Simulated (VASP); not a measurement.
SiC, 2 atoms in the cell. It takes space group I-4m2 (No. 119, tetragonal). Conventional cell: a = 3.346 Å, b = 3.346 Å, c = 3.691 Å, α = 90.00°, β = 90.00°, γ = 90.00°. Si (site symmetry -4m2) has 4 C at 1.91 Å within 2.5 Å. Within 2.5 Å of C (site symmetry -4m2) lie 4 Si at 1.91 Å.  This cell differs from its parent crystal: ratio of the length along z to the lengths across it x 0.78, volume and fractional coordinates fixed.

- Program: VASP 6.6.1
- Task: single point
- Functional: r2SCAN
- Potentials or basis: VASP PAW PBE potentials, release 64 (Si, C)
- Cutoff: 520 eV
- k mesh: 12 × 12 × 12
- Occupations: gaussian, width 0.05 eV
- Spin: no spin polarisation
- Dipole correction: no
- Further INCAR settings: ALGO = Normal; EDIFF = 1e-07; NBANDS = 11

Potentials or basis: VASP PAW PBE potentials, release 64 (Si, C).

Command:

```console
$ cat potpaw_PBE.64/Si/POTCAR potpaw_PBE.64/C/POTCAR > POTCAR
$ cp INCAR.step1 INCAR
$ mpirun -np 1 vasp_std > vasp.out
$ cp INCAR.step2 INCAR
$ mpirun -np 1 vasp_std > vasp.out
```

Hardware: 1 thread of Intel(R) Xeon(R) Platinum 8559C (Emerald Rapids), with other jobs on the host.

Q: Estimate the wall time of this run.

A: Run time: 56 s on 1 thread of Intel(R) Xeon(R) Platinum 8559C (Emerald Rapids) (shared host), peak memory 0.16 GiB. Counts: k points 163.
